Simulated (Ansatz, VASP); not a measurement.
One calculation of Au, two programs

```
CELL_PARAMETERS angstrom
0.00000 2.07905 2.07905
2.07905 0.00000 2.07905
2.07905 2.07905 0.00000
ATOMIC_POSITIONS crystal
Au 0.00000 0.00000 0.00000
```

Alike in both runs: functional PBE; k mesh 18 × 18 × 18; occupations gaussian, width 0.1 eV; no spin polarisation.

Ansatz relaxed the structure, and its values are those at the end. VASP's run is a single point on that final structure, the one shown.

```csv
,VASP,Ansatz
version,VASP 6.6.1,Ansatz 0.2.0
potentials or method,"VASP PAW PBE potentials, release 64 (Au), cutoff 520 eV","scalar-relativistic, plane waves, PAW"
valence electrons in the cell,11,19
```

Ansatz gave:

- gap on the k mesh at the Fermi level (eV): none
- pressure (GPa): 0.0

Task: Which values does VASP return?

Result: gap on the k mesh at the Fermi level (eV): none; pressure (GPa): -0.2.

A gap of «none» marks a metal or a gap that the smearing closes. With one functional, cell and mesh, what is left measures potentials, basis and numerics. VASP's potentials hold 11 valence electrons a cell and Ansatz's 19, so a difference there can come from the potentials and not from the codes.

Spin-orbit coupling is off throughout.
